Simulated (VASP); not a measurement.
A run of VASP 6.6.1 is set up as follows.

File INCAR:

```
ALGO = Normal
EDIFF = 1E-7
ENCUT = 520
GGA = PE
ISIF = 2
ISMEAR = 0
LASPH = T
LCHARG = F
LREAL = Auto
LWAVE = F
NBANDS = 76
NELM = 60
PREC = Accurate
SIGMA = 0.02
```

KPOINTS

```
k-points
0
Gamma
  4 4 4
```

File POSCAR:

```
BeCd3Te4
1.0
    8.9781203457      0.0000000000      0.0000000000
    0.0000000000      7.7711169627      0.0000000000
    0.0000000000      0.0000000000      7.3941967735
Be Cd Te
2 6 8
Direct
    0.5000000000      0.1713836115      0.4971568347
    1.0000000000      0.8286163885      0.9971568347
    0.7521394978      0.3292224208      0.0014427938
    0.2478605022      0.3292224208      0.0014427938
    1.0000000000      0.1535617731      0.4986050859
    0.2521394978      0.6707775792      0.5014427938
    0.7478605022      0.6707775792      0.5014427938
    0.5000000000      0.8464382269      0.9986050859
    1.0000000000      0.1272884246      0.8854786094
    0.5000000000      0.1772234881      0.8315290669
    0.2733910029      0.3196518410      0.3871724077
    0.7266089971      0.3196518410      0.3871724077
    0.5000000000      0.8727115754      0.3854786094
    1.0000000000      0.8227765119      0.3315290669
    0.7733910029      0.6803481590      0.8871724077
    0.2266089971      0.6803481590      0.8871724077
```

Potentials or basis: VASP PAW PBE potentials, release 64 (Be, Cd, Te).

Run with:

```sh
$ cat potpaw_PBE.64/Be/POTCAR potpaw_PBE.64/Cd/POTCAR potpaw_PBE.64/Te/POTCAR > POTCAR
$ mpirun -np 1 vasp_std > vasp.out
```

Problem. Predict the pressure.

Solution. 0.1 GPa.

Problem. Predict the band gap on the k mesh.

Solution. 1.08 eV.

Problem. Predict the largest force.

Solution. 0.012 eV/Å.

Forces in eV/Å, atoms in the order of the input:
```
Be   0.000  0.000 -0.004
Be   0.000  0.000 -0.004
Cd   0.002 -0.003  0.001
Cd  -0.002 -0.003  0.001
Cd   0.000  0.011 -0.005
Cd   0.002  0.003  0.001
Cd  -0.002  0.003  0.001
Cd   0.000 -0.011 -0.005
Te   0.000 -0.006  0.000
Te   0.000 -0.002 -0.012
Te   0.003 -0.002  0.009
Te  -0.003 -0.002  0.009
Te   0.000  0.006  0.000
Te   0.000  0.002 -0.012
Te   0.003  0.002  0.009
Te  -0.003  0.002  0.009
```

Caveat: spin-orbit coupling is left out, which moves the levels of the heavy elements.
